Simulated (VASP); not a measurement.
The system is Ni.

```
Ni
1.0
     0.00000    1.60241    1.60241
     1.60241    0.00000    1.60241
     1.60241    1.60241    0.00000
Ni
1
Direct
  0.00000 0.00000 0.00000
```

Base run:

```yaml
Program: VASP 6.6.1
Functional: LDA
Potentials_or_basis: VASP PAW LDA potentials, release 64 (Ni)
Cutoff: 520 eV
k_mesh: 24 × 24 × 24
Occupations: gaussian, width 0.15 eV
Spin: collinear spin, ferromagnetic start
Starting_moments: "[0.75] μB"
Fixed_moment: 0.75 μB
```

Its results: pressure 83.2 GPa; site moments Ni +0.73 μB.

**Question.** The run is repeated on the same cell with these changes: fixed moment from 0.75 μB to 0.5 μB; moments at the start from [0.75] to [0.5]. What comes out?

**Answer.** Pressure 80.4 GPa; site moments Ni +0.49 μB.

Caveats: the total moment is fixed, so each spin has its own Fermi level.
